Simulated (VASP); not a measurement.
# In2GaN (P4/mmm) in VASP: relaxation of cell and atoms with PBE

Aim: the relaxation of cell and atoms of In2GaN with PBE.

All numbers are computed with VASP 6.6.1; they aren't measurements. Logs are shortened: lines on timing, memory, paths and dates and some standing lists are left out, and cuts for length are marked.

## Step 1: The cell of the first run

It takes space group P4/mmm (No. 123, tetragonal). The conventional cell has a = 3.177 Å, b = 3.177 Å, c = 7.317 Å, α = 90.00°, β = 90.00°, γ = 90.00°. In (site symmetry 4mm) has 4 Ga at 2.86 Å and 4 N at 2.94 Å and 6 In at 3.18 to 3.78 Å within 3.8 Å. Ga (site symmetry 4/mmm) has 8 In at 2.86 Å and 4 Ga at 3.18 Å and 2 N at 3.66 Å within 3.8 Å. Within 3.9 Å of N (site symmetry 4/mmm) lie 8 In at 2.94 Å and 4 N at 3.18 Å and 2 Ga at 3.66 Å.

The cell was generated, and may not be a known phase.

## Step 2: Relaxation of cell and atoms, PBE, collinear spin, ferromagnetic start

Input file INCAR:

```
ALGO = Normal
EDIFF = 1E-7
EDIFFG = -0.04
ENCUT = 600
GGA = PE
GGA_COMPAT = F
IBRION = 2
ISIF = 3
ISMEAR = 0
ISPIN = 2
LASPH = T
LCHARG = F
LORBIT = 11
LREAL = F
LWAVE = F
MAGMOM = 0 0 0 1
NELM = 200
NELMIN = 4
NSW = 90
PREC = Accurate
SIGMA = 0.1
```

Input file KPOINTS:

```
k-points
0
Gamma
  6 6 4
```

Input file POSCAR:

```
In2GaN
1.0
    3.1765862400      0.0000000000      0.0000000000
    0.0000000000      3.1765862400      0.0000000000
    0.0000000000      0.0000000000      7.3166485100
In Ga N
2 1 1
Direct
    0.5000000000      0.5000000000      0.2586432100
    0.5000000000      0.5000000000      0.7413567900
    0.0000000000      0.0000000000      0.5000000000
    0.0000000000      0.0000000000      0.0000000000
```

Potentials or basis: VASP PAW PBE potentials, release 64 (In_d, Ga_d, N).

The run is started by

```console
cat potpaw_PBE.64/In_d/POTCAR potpaw_PBE.64/Ga_d/POTCAR potpaw_PBE.64/N/POTCAR > POTCAR
mpirun -np 1 vasp_std > vasp.out
```

OUTCAR:

```text
EDIFF = 1E-7
   EDIFFG = -0.04
   ENCUT = 600
   GGA = PE
   IBRION = 2
   ISIF = 3
   ISMEAR = 0
   ISPIN = 2
   LASPH = T
   LORBIT = 11
   LREAL = F
   NELM = 200
   NELMIN = 4
   NSW = 90
   PREC = Accurate

 ion  position               nearest neighbor table
   1  0.500  0.500  0.259-   3 2.86   3 2.86   3 2.86   3 2.86   2 3.53   2 3.78
   2  0.500  0.500  0.741-   3 2.86   3 2.86   3 2.86   3 2.86   1 3.53   1 3.78
   3  0.000  0.000  0.500-   1 2.86   2 2.86   1 2.86   2 2.86   1 2.86   2 2.86   1 2.86   2 2.86

   4  0.000  0.000  0.000-

  LATTYP: Found a simple tetragonal cell.
 ALAT       =     3.1765862400
 C/A-ratio  =     2.3033054849

  Lattice vectors:

 A1 = (   3.1765862400,   0.0000000000,   0.0000000000)
 A2 = (   0.0000000000,   3.1765862400,   0.0000000000)
 A3 = (   0.0000000000,   0.0000000000,   7.3166485100)

Analysis of symmetry for initial positions (statically):
=====================================================================
 Subroutine PRICEL returns:
 Original cell was already a primitive cell.

 Routine SETGRP: Setting up the symmetry group for a
 simple tetragonal supercell.

 Subroutine GETGRP returns: Found 16 space group operations
 (whereof 16 operations were pure point group operations)
 out of a pool of 16 trial point group operations.

The static configuration has the point symmetry D_4h.

Analysis of symmetry for dynamics (positions and initial velocities):
=====================================================================
 Subroutine PRICEL returns:
 Original cell was already a primitive cell.

 Routine SETGRP: Setting up the symmetry group for a
 simple tetragonal supercell.

 Subroutine GETGRP returns: Found 16 space group operations
 (whereof 16 operations were pure point group operations)
 out of a pool of 16 trial point group operations.

The dynamic configuration has the point symmetry D_4h.

Analysis of structural, dynamic, and magnetic symmetry:
=====================================================================
 Subroutine PRICEL returns:
 Original cell was already a primitive cell.

 Routine SETGRP: Setting up the symmetry group for a
 simple tetragonal supercell.

 Subroutine GETGRP returns: Found 16 space group operations
 (whereof 16 operations were pure point group operations)
 out of a pool of 16 trial point group operations.

The overall configuration has the point symmetry D_4h.

 Subroutine INISYM returns: Found 16 space group operations
 (whereof 16 operations are pure point group operations),
 and found     1 'primitive' translations

----------------------------------------------------------------------------------------

                                     Primitive cell

  volume of cell :      73.8301

  direct lattice vectors                    reciprocal lattice vectors
     3.176586240  0.000000000  0.000000000     0.314803353  0.000000000  0.000000000
     0.000000000  3.176586240  0.000000000     0.000000000  0.314803353  0.000000000
     0.000000000  0.000000000  7.316648510     0.000000000  0.000000000  0.136674599

  length of vectors
     3.176586240  3.176586240  7.316648510     0.314803353  0.314803353  0.136674599

  position of ions in fractional coordinates (direct lattice)
     0.500000000  0.500000000  0.258643210
     0.500000000  0.500000000  0.741356790
     0.000000000  0.000000000  0.500000000
     0.000000000  0.000000000  0.000000000

  ion indices of the primitive-cell ions
   primitive index   ion index
                 1           1
                 2           2
                 3           3
                 4           4

----------------------------------------------------------------------------------------

 KPOINTS: k-points

Automatic generation of k-mesh.
 Grid dimensions read from file:
 generate k-points for:    6    6    4

 Generating k-lattice:

  Cartesian coordinates                     Fractional coordinates (reciprocal lattice)
     0.052467226  0.000000000  0.000000000     0.166666667  0.000000000  0.000000000
     0.000000000  0.052467226  0.000000000     0.000000000  0.166666667  0.000000000
     0.000000000  0.000000000  0.034168650     0.000000000  0.000000000  0.250000000

  Length of vectors
     0.052467226  0.052467226  0.034168650

  Shift w.r.t. Gamma in fractional coordinates (k-lattice)
     0.000000000  0.000000000  0.000000000

 Subroutine IBZKPT returns following result:
 ===========================================

 Found     30 irreducible k-points:

 Following reciprocal coordinates:
            Coordinates               Weight
  0.000000  0.000000  0.000000      1.000000
  0.166667  0.000000  0.000000      4.000000
  0.333333  0.000000  0.000000      4.000000
  0.500000  0.000000  0.000000      2.000000
  0.166667  0.166667  0.000000      4.000000
  0.333333  0.166667  0.000000      8.000000
[... 16 lines left out ...]
  0.333333  0.000000  0.500000      4.000000
  0.500000  0.000000  0.500000      2.000000
 [... further k-points ...]
   k-points           NKPTS =     30   k-points in BZ     NKDIM =     30   number of bands    NBANDS=     27
   number of dos      NEDOS =    301   number of ions     NIONS =      4
   total plane-waves  NPLWV =  47040
   dimension x,y,z NGX =    28 NGY =   28 NGZ =   60
   dimension x,y,z NGXF=    56 NGYF=   56 NGZF=  120
   ions per type =               2   1   1
   NGX,Y,Z   is equivalent  to a cutoff of  14.65, 14.65, 13.63 a.u.
   NGXF,Y,Z  is equivalent  to a cutoff of  29.31, 29.31, 27.27 a.u.
 SYSTEM =  unknown system
   PREC   = accura    normal or accurate (medium, high low for compatibility)
   ISTART =      0    job   : 0-new  1-cont  2-samecut
   ICHARG =      2    charge: 1-file 2-atom 10-const
   ISPIN  =      2    spin polarized calculation?
   LNONCOLLINEAR =      F non collinear calculations
   LSORBIT =      F    spin-orbit coupling
   LASPH  =      T    aspherical Exc in radial PAW
   ENCUT  =  600.0 eV  44.10 Ry    6.64 a.u.   6.34  6.34 14.61*2*pi/ulx,y,z
   NELM   =    200;   NELMIN=  4; NELMDL= -5     # of ELM steps
   EDIFF  = 0.1E-06   stopping-criterion for ELM
   LREAL  =      F    real-space projection
   EDIFFG = -.4E-01   stopping-criterion for IOM
   NSW    =     90    number of steps for IOM
   IBRION =      2    ionic relax: 0-MD 1-quasi-New 2-CG
   NFREE  =      1    steps in history (QN), initial steepest desc. (CG)
   ISIF   =      3    stress and relaxation
   ISYM   =      2    0-nonsym 1-usesym 2-fastsym
   POTIM  = 0.5000    time-step for ionic-motion
   TEBEG  =    0.0;   TEEND  =   0.0 temperature during run
   PSTRESS=    0.0 pullay stress
   NELECT =      44.0000    total number of electrons
   NUPDOWN=      -1.0000    fix difference up-down
   EMIN   =  10.00;   EMAX   =-10.00  energy-range for DOS
   EFERMI =   0.00;   METHOD = LEGACY
   ISMEAR =     0;   SIGMA  =   0.10  broadening in eV -4-tet -1-fermi 0-gaus
   EFERMI_NEDOS =   21; number of points for ismear=-14 and -15
   IALGO  =     38    algorithm
   IMIX   =      4    mixing-type and parameters
     AMIX     =   0.40;   BMIX     =  1.00
     AMIX_MAG =   1.60;   BMIX_MAG =  1.00
  volume/ion in A,a.u.               =      18.46       124.56
  Fermi-wavevector in a.u.,A,eV,Ry     =   1.377679  2.603435 25.823833  1.897998
  Thomas-Fermi vector in A             =   2.502810
   LORBIT       =     11    0 simple, 1 ext, 2 COOP (PROOUT), +10 PAW based schemes
   GGA     = PE    functional components
   LHFCALC =     F    Hartree Fock is set to
   AEXX    =    0.0000 exact exchange contribution
   IVDW    =     0    specifies the selected vdW correction
   LEPSILON=     F    determine dielectric tensor
   LRPA    =     F    only Hartree local field effects (RPA)
 conjugate gradient relaxation of ions
 spin polarized calculation
 Gauss-broadening in eV      SIGMA  =   0.10
  energy-cutoff  :      600.00
  volume of cell :       73.83
 maximum number of plane-waves:      2488
 NGX is ok and might be reduce to    28
   NGX = 13   NGY = 13   NGZ = 29

--------------------------------------- Ionic step        1  -------------------------------------------

 number of electron      43.9999993 magnetization       0.6568914

 Free energy of the ion-electron system (eV)
  ---------------------------------------------------
  ext. energy  EPLUGINS =         0.00000000
  ---------------------------------------------------
  free energy    TOTEN  =       -12.28050693 eV

  energy without entropy =      -12.27147357  energy(sigma->0) =      -12.27599025

------------------------ aborting loop because EDIFF is reached ----------------------------------------

  FORCE on cell =-STRESS in cart. coord.  units (eV):
  Direction    XX          YY          ZZ          XY          YZ          ZX
  --------------------------------------------------------------------------------------
  -------------------------------------------------------------------------------------
  Total        1.9882940      1.9882940     -0.5516239      0.0000000      0.0000000      0.0000000
  in kB       43.1477032     43.1477032    -11.9707175      0.0000000      0.0000000      0.0000000
  external PRESSURE =      24.7748963 kB  Pullay stress =       0.0000000 kB
[... 95 lines left out ...]
  FREE ENERGIE OF THE ION-ELECTRON SYSTEM (eV)
  ---------------------------------------------------
  free  energy   TOTEN  =       -13.6381062463 eV

  energy  without entropy=      -13.6287852959  energy(sigma->0) =      -13.63344577

[... ionic steps 4 to 8 ...]

--------------------------------------- Ionic step        9  -------------------------------------------

 number of electron      44.0000011 magnetization      -0.0000000

 number of electron      44.0000011 magnetization       0.0000000
[... 77 lines left out ...]
 number of electron      44.0000009 magnetization      -0.0000000

 number of electron      44.0000009 magnetization       0.0000000

 Free energy of the ion-electron system (eV)
  ---------------------------------------------------
  ext. energy  EPLUGINS =         0.00000000
  ---------------------------------------------------
  free energy    TOTEN  =       -14.07976561 eV

  energy without entropy =      -14.07410348  energy(sigma->0) =      -14.07693455

 E-fermi :   7.3998     XC(G=0): -11.0458

 val. band max:        7.3971829337   @ k =   0.5000   0.5000   0.2500
 cond. band min:       7.7260312976   @ k =   0.1667   0.1667   0.0000
 fundamental gap:      0.3288483639
 Fermi energy:         7.3998462901

 spin component 1

 k-point     1 :       0.0000    0.0000    0.0000
  band No.  band energies     occupation
      1      -7.5273      1.00000
      2      -7.5153      1.00000
      3      -7.3765      1.00000
      4      -7.3765      1.00000
      5      -7.3599      1.00000
      6      -7.3511      1.00000
[... 709 lines left out ...]
     26      12.4960      0.00000
     27      13.1982      0.00000

 [... further k-points ...]

 spin component 2

 k-point     1 :       0.0000    0.0000    0.0000
  band No.  band energies     occupation
      1      -7.5273      1.00000
      2      -7.5153      1.00000
      3      -7.3765      1.00000
      4      -7.3765      1.00000
      5      -7.3599      1.00000
      6      -7.3511      1.00000
[... 742 lines left out ...]
  FREE ENERGIE OF THE ION-ELECTRON SYSTEM (eV)
  ---------------------------------------------------
  free  energy   TOTEN  =       -14.0797656140 eV

  energy  without entropy=      -14.0741034814  energy(sigma->0) =      -14.07693455

 reached required accuracy - stopping structural energy minimisation

 total charge

# of ion       s       p       d       tot
------------------------------------------
    1        0.909   0.522   9.895  11.326
    2        0.909   0.522   9.895  11.326
    3        1.074   0.460   9.950  11.484
    4        1.313   2.159   0.000   3.472
--------------------------------------------------
tot          4.205   3.663  29.739  37.607

 magnetization (x)

# of ion       s       p       d       tot
------------------------------------------
    1        0.000   0.000   0.000   0.000
    2        0.000   0.000   0.000   0.000
    3       -0.000   0.000   0.000   0.000
    4       -0.000  -0.000   0.000  -0.000
--------------------------------------------------
tot          0.000  -0.000   0.000   0.000
```

Run time: 41 min. Hardware: 1 thread of Intel Xeon 8259CL, shared host; peak memory 0.34 GiB.

What came out:

| Item | Value |
| --- | --- |
| Free energy | -14.0798 eV |
| Relaxed volume | 18.09 Å³/atom |
| Relaxed cell | a = 3.143 Å, b = 3.143 Å, c = 7.327 Å, α = 90.00°, β = 90.00°, γ = 90.00° |
| Space group after relaxing (to 0.1 Å) | P4/mmm (No. 123) |
| Energy gained by relaxing | 449.8 meV/atom |
| Ionic steps | 11 |
| Pressure after relaxing | -0.1 GPa |
| Largest force after relaxing | 0.034 eV/Å |
| Band gap on the k mesh | zero (filled and empty bands overlap) |
| Net moment | 0.00 μB per cell |
| Valence electrons inside the program's atomic spheres | In 11.33; Ga 11.48; N 3.47 |

Forces on the atoms (eV/Å):
```
In   0.000  0.000  0.034
In   0.000  0.000 -0.034
Ga   0.000  0.000  0.000
N    0.000  0.000  0.000
```

The path:
| step | energy change (eV) | largest force (eV/Å) | pressure (GPa) | volume (Å³) |
| --- | --- | --- | --- | --- |
| 1 | 0.0000 | 3.0937 | 2.48 | 73.83 |
| 2 | -0.8119 | 2.1581 | -2.85 | 76.90 |
| 3 | -1.3576 | 1.0641 | -6.69 | 81.32 |
| 4 | -1.3778 | 0.5524 | -6.73 | 82.49 |
| 5 | -1.4004 | 2.8692 | 4.30 | 71.75 |
| 6 | -1.6063 | 0.8760 | -2.33 | 76.40 |
| 7 | -1.7923 | 0.1024 | 1.30 | 70.90 |
| 8 | -1.7970 | 0.1463 | 0.72 | 71.61 |
| 9 | -1.7970 | 0.1533 | 0.64 | 71.71 |
| 10 | -1.7985 | 0.0312 | -0.52 | 72.73 |
| 11 | -1.7993 | 0.0337 | -0.11 | 72.35 |

Final structure:
```
In Ga N
1.0
     3.14252    0.00000    0.00000
     0.00000    3.14252    0.00000
     0.00000    0.00000    7.32659
In Ga N
2 1 1
Direct
  0.50000 0.50000 0.19305
  0.50000 0.50000 0.80695
  0.00000 0.00000 0.50000
  0.00000 0.00000 0.00000
```

Levels at points of the mesh, in eV from the Fermi level:
Spin up:
```csv
k point,band 18,band 19,band 20,band 21,band 22,band 23,band 24,band 25,band 26,band 27
"(0.00, 0.00, 0.00)",-7.50,-2.83,-1.28,-0.92,-0.92,3.50,5.13,5.60,5.60,8.29
"(0.50, 0.00, 0.00)",-5.53,-4.12,-3.76,-3.10,-0.23,1.06,2.01,3.03,6.24,7.15
"(0.50, 0.50, 0.00)",-4.07,-2.50,-2.18,-1.36,-0.43,-0.43,0.71,0.94,0.94,1.56
"(0.00, 0.00, 0.50)",-6.05,-4.58,-0.91,-0.91,-0.08,1.85,5.36,5.36,8.57,8.76
"(0.50, 0.00, 0.50)",-5.98,-4.99,-2.53,-1.57,-0.66,-0.23,0.93,4.78,5.10,5.80
"(0.50, 0.50, 0.50)",-3.91,-2.66,-2.03,-1.37,-1.37,-0.97,-0.40,2.62,3.27,3.27
```
Spin down:
```
           k point  band 20  band 21  band 22  band 23  band 24  band 25
(0.00, 0.00, 0.00)    -1.28    -0.92    -0.92     3.50     5.13     5.60
(0.50, 0.00, 0.00)    -3.76    -3.10    -0.23     1.06     2.01     3.03
(0.50, 0.50, 0.00)    -2.18    -1.36    -0.43    -0.43     0.71     0.94
(0.00, 0.00, 0.50)    -0.91    -0.91    -0.08     1.85     5.36     5.36
(0.50, 0.00, 0.50)    -2.53    -1.57    -0.66    -0.23     0.93     4.78
(0.50, 0.50, 0.50)    -2.03    -1.37    -1.37    -0.97    -0.40     2.62
```

Caveat: spin-orbit coupling is left out, which moves the levels of the heavy elements.

The gap in the log of VASP goes by the Fermi energy; the results here count the filled bands.